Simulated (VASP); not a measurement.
# InAg9Te8Se2 (P1) in VASP: single point with PBE

Aim: the single point of InAg9Te8Se2 with PBE.

Everything below comes from runs of VASP 6.6.1. Logs are shortened: lines on timing, memory, paths and dates and some standing lists are left out, and cuts for length are marked.

## Step 1: The cell of the first run

The typed cell holds 20 atoms: a = 7.168 Å, b = 7.187 Å, c = 10.937 Å, α = 85.05°, β = 71.25°, γ = 73.26°.

## Step 2: Single point, PBE

INCAR reads:

```
SYSTEM = InAg9Te8Se2
ALGO = Normal
EDIFF = 1E-7
ENCUT = 520
GGA = PE
ISIF = 2
ISMEAR = 0
ISYM = 0
LASPH = .TRUE.
LCHARG = .FALSE.
LREAL = Auto
LWAVE = .FALSE.
NBANDS = 102
NELM = 100
PREC = Accurate
SIGMA = 0.1
```

KPOINTS reads:

```
Automatic mesh
0
Gamma
  2 2 2
  0.5 0.5 0.5
```

POSCAR reads:

```
InAg9Te8Se2
1.0
    3.0052701210      3.0393686916      5.7544423335
   -3.0558838033     -3.0119102721      5.7660199649
    8.8323060260     -5.7976429189      2.8284261030
Se Ag In Te
2 9 1 8
Direct
    0.9164298327      0.1862546624      0.7915792053
    0.4866687261      0.7929875317      0.4019057030
    0.2012559127     -0.0053042475      0.5950555078
    0.0954533517      0.4851568697      0.7980014300
   -0.0017919419      1.0051494393      0.9906085935
    0.3989159190     -0.0053190617      0.2071049234
    0.3057930512      0.5175595586      0.3900009916
    0.7818179827      0.9979479181      0.4013775232
    0.6964831052      0.5024474059      0.6018066562
    0.5013419101      0.4992432610     -0.0017566898
    0.8848196339      0.5120719151      0.2163055941
    0.6153344820      1.0119617835      0.7995168207
    0.9523582699      0.7290805973      0.5898880787
    0.3839527409      0.7119224915      0.7997119404
    0.7697149964      0.7124891816      0.0076441889
    0.1038898842      0.7978449849      0.1935160905
    0.0248632500      0.2969960093      0.4083461042
    0.4679736428      0.2508070958      0.5970585224
    0.2731336946      0.2311152248      1.0137646587
    0.6327063707      0.2764685132      0.1938663073
```

Potentials or basis: VASP PAW PBE potentials, release 64 (Se, Ag, In_d, Te).

Launch:

```
> cat potpaw_PBE.64/Se/POTCAR potpaw_PBE.64/Ag/POTCAR potpaw_PBE.64/In_d/POTCAR potpaw_PBE.64/Te/POTCAR > POTCAR
> mpirun -np 1 vasp_std > vasp.out
```

OUTCAR:

```text
SYSTEM = InAg9Te8Se2
   EDIFF = 1E-7
   ENCUT = 520
   GGA = PE
   ISIF = 2
   ISMEAR = 0
   ISYM = 0
   LASPH = .TRUE.
   LREAL = Auto
   NELM = 100
   PREC = Accurate

 ion  position               nearest neighbor table
   1  0.916  0.186  0.792-   5 2.58   3 2.60  12 2.77   4 2.82
   2  0.487  0.793  0.402-   3 2.61   6 2.62   7 2.69   8 2.90  11 3.16
   3  0.201  0.995  0.595-   1 2.60   2 2.61  13 2.98  18 3.02  17 3.13  14 3.23
   4  0.095  0.485  0.798-   1 2.82  15 2.90  14 2.98  18 3.01  13 3.01  19 3.22
   5  0.998  0.005  0.991-   1 2.58  16 2.75  19 2.97  15 2.98  20 3.11  14 3.18
   6  0.399  0.995  0.207-   2 2.62  19 2.81  16 2.91  20 2.95  15 3.14  17 3.23
   7  0.306  0.518  0.390-   2 2.69  17 2.85  20 2.86  13 2.88  18 3.13  16 3.22
   8  0.782  0.998  0.401-  16 2.80  18 2.86   2 2.90  13 3.01  20 3.14  17 3.15
   9  0.696  0.502  0.602-  14 2.73  17 2.74  13 2.75  18 2.78
  10  0.501  0.499  0.998-  14 2.76  20 2.80  15 2.81  19 2.83  16 3.26
  11  0.885  0.512  0.216-  17 2.78  15 2.81  16 2.87  20 2.88   2 3.16  19 3.21
  12  0.615  0.012  0.800-   1 2.77  19 2.95  18 2.96  14 3.08  13 3.10  15 3.23
  13  0.952  0.729  0.590-   9 2.75   7 2.88   3 2.98   8 3.01   4 3.01  12 3.10  17 3.65
  14  0.384  0.712  0.800-   9 2.73  10 2.76   4 2.98  12 3.08   5 3.18   3 3.23
  15  0.770  0.712  0.008-  10 2.81  11 2.81   4 2.90   5 2.98   6 3.14  12 3.23
  16  0.104  0.798  0.194-   5 2.75   8 2.80  11 2.87   6 2.91   7 3.22  10 3.26
  17  0.025  0.297  0.408-   9 2.74  11 2.78   7 2.85   3 3.13   8 3.15   6 3.23  13 3.65
  18  0.468  0.251  0.597-   9 2.78   8 2.86  12 2.96   4 3.01   3 3.02   7 3.13
  19  0.273  0.231  0.014-   6 2.81  10 2.83  12 2.95   5 2.97  11 3.21   4 3.22
  20  0.633  0.276  0.194-  10 2.80   7 2.86  11 2.88   6 2.95   5 3.11   8 3.14

IMPORTANT INFORMATION: All symmetrisations will be switched off!
NOSYMM: (Re-)initialisation of all symmetry stuff for point group C_1.

----------------------------------------------------------------------------------------

                                     Primitive cell

  volume of cell :     510.9507

  direct lattice vectors                    reciprocal lattice vectors
     3.005270121  3.039368692  5.754442334     0.048752961  0.116587755  0.086738381
    -3.055883803 -3.011910272  5.766019965    -0.082119140 -0.082835412  0.086638726
     8.832306026 -5.797642919  2.828426103     0.068219742 -0.068330183  0.000462576

  length of vectors
     7.168194829  7.187281513 10.937197419     0.153274598  0.145298064  0.096556517

  position of ions in fractional coordinates (direct lattice)
     0.916429833  0.186254662  0.791579205
     0.486668726  0.792987532  0.401905703
     0.201255913  0.994695753  0.595055508
     0.095453352  0.485156870  0.798001430
     0.998208058  0.005149439  0.990608593
     0.398915919  0.994680938  0.207104923
[... 12 lines left out ...]
     0.273133695  0.231115225  0.013764659
     0.632706371  0.276468513  0.193866307

  ion indices of the primitive-cell ions
   primitive index   ion index
                 1           1
                 2           2
                 3           3
                 4           4
                 5           5
                 6           6
[... 12 lines left out ...]
                19          19
                20          20

----------------------------------------------------------------------------------------

 KPOINTS: Automatic mesh

Automatic generation of k-mesh.
 Grid dimensions read from file:
 generate k-points for:    2    2    2

 Generating k-lattice:

  Cartesian coordinates                     Fractional coordinates (reciprocal lattice)
     0.024376480  0.058293877  0.043369191     0.500000000 -0.000000000 -0.000000000
    -0.041059570 -0.041417706  0.043319363     0.000000000  0.500000000  0.000000000
     0.034109871 -0.034165092  0.000231288     0.000000000 -0.000000000  0.500000000

  Length of vectors
     0.076637299  0.072649032  0.048278259

  Shift w.r.t. Gamma in fractional coordinates (k-lattice)
     0.500000000  0.500000000  0.500000000

 Subroutine IBZKPT returns following result:
 ===========================================

 Found      4 irreducible k-points:

 Following reciprocal coordinates:
            Coordinates               Weight
  0.250000  0.250000  0.250000      2.000000
 -0.250000  0.250000  0.250000      2.000000
  0.250000 -0.250000  0.250000      2.000000
 -0.250000 -0.250000  0.250000      2.000000
   k-points           NKPTS =      4   k-points in BZ     NKDIM =      4   number of bands    NBANDS=    102
   number of dos      NEDOS =    301   number of ions     NIONS =     20
   total plane-waves  NPLWV = 244944
   dimension x,y,z NGX =    54 NGY =   54 NGZ =   84
   dimension x,y,z NGXF=   108 NGYF=  108 NGZF=  168
   ions per type =               2   9   1   8
   NGX,Y,Z   is equivalent  to a cutoff of  12.52, 12.49, 12.77 a.u.
   NGXF,Y,Z  is equivalent  to a cutoff of  25.05, 24.98, 25.54 a.u.
 SYSTEM =  InAg9Te8Se2
   PREC   = accura    normal or accurate (medium, high low for compatibility)
   ISTART =      0    job   : 0-new  1-cont  2-samecut
   ICHARG =      2    charge: 1-file 2-atom 10-const
   ISPIN  =      1    spin polarized calculation?
   LNONCOLLINEAR =      F non collinear calculations
   LSORBIT =      F    spin-orbit coupling
   LASPH  =      T    aspherical Exc in radial PAW
   ENCUT  =  520.0 eV  38.22 Ry    6.18 a.u.  13.33 13.36 20.34*2*pi/ulx,y,z
   NELM   =    100;   NELMIN=  2; NELMDL= -5     # of ELM steps
   EDIFF  = 0.1E-06   stopping-criterion for ELM
   LREAL  =      T    real-space projection
   EDIFFG = 0.1E-05   stopping-criterion for IOM
   NSW    =      0    number of steps for IOM
   IBRION =     -1    ionic relax: 0-MD 1-quasi-New 2-CG
   NFREE  =      0    steps in history (QN), initial steepest desc. (CG)
   ISIF   =      2    stress and relaxation
   ISYM   =      0    0-nonsym 1-usesym 2-fastsym
   POTIM  = 0.5000    time-step for ionic-motion
   TEBEG  =    0.0;   TEEND  =   0.0 temperature during run
   PSTRESS=    0.0 pullay stress
   NELECT =     172.0000    total number of electrons
   NUPDOWN=      -1.0000    fix difference up-down
   EMIN   =  10.00;   EMAX   =-10.00  energy-range for DOS
   EFERMI =   0.00;   METHOD = LEGACY
   ISMEAR =     0;   SIGMA  =   0.10  broadening in eV -4-tet -1-fermi 0-gaus
   EFERMI_NEDOS =   21; number of points for ismear=-14 and -15
   IALGO  =     38    algorithm
   IMIX   =      4    mixing-type and parameters
     AMIX     =   0.40;   BMIX     =  1.00
     AMIX_MAG =   1.60;   BMIX_MAG =  1.00
  volume/ion in A,a.u.               =      25.55       172.40
  Fermi-wavevector in a.u.,A,eV,Ry     =   1.138828  2.152072 17.645781  1.296928
  Thomas-Fermi vector in A             =   2.275532
   LORBIT       =      0    0 simple, 1 ext, 2 COOP (PROOUT), +10 PAW based schemes
   GGA     = PE    functional components
   LHFCALC =     F    Hartree Fock is set to
   AEXX    =    0.0000 exact exchange contribution
   IVDW    =     0    specifies the selected vdW correction
   LEPSILON=     F    determine dielectric tensor
   LRPA    =     F    only Hartree local field effects (RPA)
 non-spin polarized calculation
 Gauss-broadening in eV      SIGMA  =   0.10
  energy-cutoff  :      520.00
  volume of cell :      510.95
 maximum number of plane-waves:     13773
 NGX is ok and might be reduce to    54
   NGX = 27   NGY = 27   NGZ = 41

 number of electron     172.0000010 magnetization

 Free energy of the ion-electron system (eV)
  ---------------------------------------------------
  ext. energy  EPLUGINS =         0.00000000
  ---------------------------------------------------
  free energy    TOTEN  =       -60.46943403 eV

  energy without entropy =      -60.45109171  energy(sigma->0) =      -60.46026287

 E-fermi :   5.9924     XC(G=0): -10.0584

 val. band max:        5.9136139737   @ k =   0.2500  -0.2500   0.2500
 cond. band min:       6.0644078811   @ k =  -0.2500  -0.2500   0.2500
 fundamental gap:      0.1507939074
 Fermi energy:         5.9924158732

 k-point     1 :       0.2500    0.2500    0.2500
  band No.  band energies     occupation
      1      -8.5958      2.00000
      2      -8.5827      2.00000
      3      -8.4856      2.00000
      4      -8.4708      2.00000
      5      -8.4669      2.00000
      6      -6.6649      2.00000
[... 90 lines left out ...]
     97       9.3930      0.00000
     98       9.5028      0.00000

 k-point     2 :      -0.2500    0.2500    0.2500
  band No.  band energies     occupation
      1      -8.5958      2.00000
      2      -8.5830      2.00000
      3      -8.4855      2.00000
      4      -8.4708      2.00000
      5      -8.4669      2.00000
      6      -6.6176      2.00000
[... 90 lines left out ...]
     97       9.7479      0.00000
     98      10.0455      0.00000

 k-point     3 :       0.2500   -0.2500    0.2500
  band No.  band energies     occupation
      1      -8.5958      2.00000
      2      -8.5830      2.00000
      3      -8.4855      2.00000
      4      -8.4708      2.00000
      5      -8.4669      2.00000
      6      -6.6360      2.00000
[... 90 lines left out ...]
     97       9.8617      0.00000
     98       9.9554      0.00000

 k-point     4 :      -0.2500   -0.2500    0.2500
  band No.  band energies     occupation
      1      -8.5958      2.00000
      2      -8.5827      2.00000
      3      -8.4856      2.00000
      4      -8.4708      2.00000
      5      -8.4669      2.00000
      6      -6.6415      2.00000
[... 90 lines left out ...]
     97       9.4362      0.00000
     98       9.5846      0.00000
 [bands above 98 left out]

------------------------ aborting loop because EDIFF is reached ----------------------------------------

  FORCE on cell =-STRESS in cart. coord.  units (eV):
  Direction    XX          YY          ZZ          XY          YZ          ZX
  --------------------------------------------------------------------------------------
  -------------------------------------------------------------------------------------
  Total       -0.1757612     -0.1637819     -0.2096056      0.0211859      0.0065826     -0.0209985
  in kB       -0.5511308     -0.5135675     -0.6572557      0.0664323      0.0206409     -0.0658446
  external PRESSURE =      -0.5739847 kB  Pullay stress =       0.0000000 kB

 VOLUME and BASIS-vectors are now :
 -----------------------------------------------------------------------------
  energy-cutoff  :      520.00
  volume of cell :      510.95
      direct lattice vectors                 reciprocal lattice vectors
     3.005270121  3.039368692  5.754442334     0.048752961  0.116587755  0.086738381
    -3.055883803 -3.011910272  5.766019965    -0.082119140 -0.082835412  0.086638726
     8.832306026 -5.797642919  2.828426103     0.068219742 -0.068330183  0.000462576

 POSITION                                       TOTAL-FORCE (eV/Angst)
 -----------------------------------------------------------------------------------
      9.17642     -2.36491      8.58641        -0.009853     -0.005428      0.006136
      2.58905     -3.23935      8.50965        -0.000398      0.000995     -0.000217
      2.82087     -5.83416      8.57662        -0.005138      0.002488     -0.000830
      5.85247     -5.79766      5.60379         0.003121      0.004335      0.001373
     11.73351     -2.72478      8.57569         0.008191     -0.004049     -0.002399
     -0.01157     -2.98416      8.61667        -0.003498     -0.002113     -0.001590
[... 12 lines left out ...]
      0.23615      0.05425      2.94328         0.008140     -0.002150      0.006295
      2.76888     -0.03364      5.78333        -0.005720      0.006454      0.001401
 -----------------------------------------------------------------------------------
    total drift:                                0.005930      0.026288      0.011118

  FREE ENERGIE OF THE ION-ELECTRON SYSTEM (eV)
  ---------------------------------------------------
  free  energy   TOTEN  =       -60.4694340309 eV

  energy  without entropy=      -60.4510917115  energy(sigma->0) =      -60.46026287
```

It took 5.5 min on 1 thread of Intel Xeon 6975P-C (Granite Rapids), shared host; peak memory 0.6 GiB.

What came out:

```
Free energy            : -60.4694 eV
Pressure               : -0.1 GPa
Largest force          : 0.017 eV/Å
Band gap on the k mesh : 0.15 eV (least direct gap 0.25 eV)
```

Forces on the atoms (eV/Å):
```
Se  -0.010 -0.005  0.006
Se   0.000  0.001  0.000
Ag  -0.005  0.002 -0.001
Ag   0.003  0.004  0.001
Ag   0.008 -0.004 -0.002
Ag  -0.003 -0.002 -0.002
Ag  -0.003 -0.005  0.002
Ag  -0.003 -0.004  0.002
Ag   0.002 -0.002 -0.002
Ag  -0.001  0.001 -0.003
Ag  -0.001 -0.004 -0.001
In   0.006  0.010 -0.003
Te   0.008  0.007 -0.014
Te   0.004  0.007  0.002
Te   0.006 -0.005  0.004
Te  -0.002 -0.003 -0.003
Te   0.000 -0.004  0.002
Te  -0.010  0.001  0.003
Te   0.008 -0.002  0.006
Te  -0.006  0.006  0.001
```

Caveat: semilocal functionals underestimate gaps, and a narrow one can read as zero; spin-orbit coupling is left out, which moves the levels of the heavy elements; a shifted mesh leaves out Γ, where band edges can lie. A k mesh can miss the band edges.
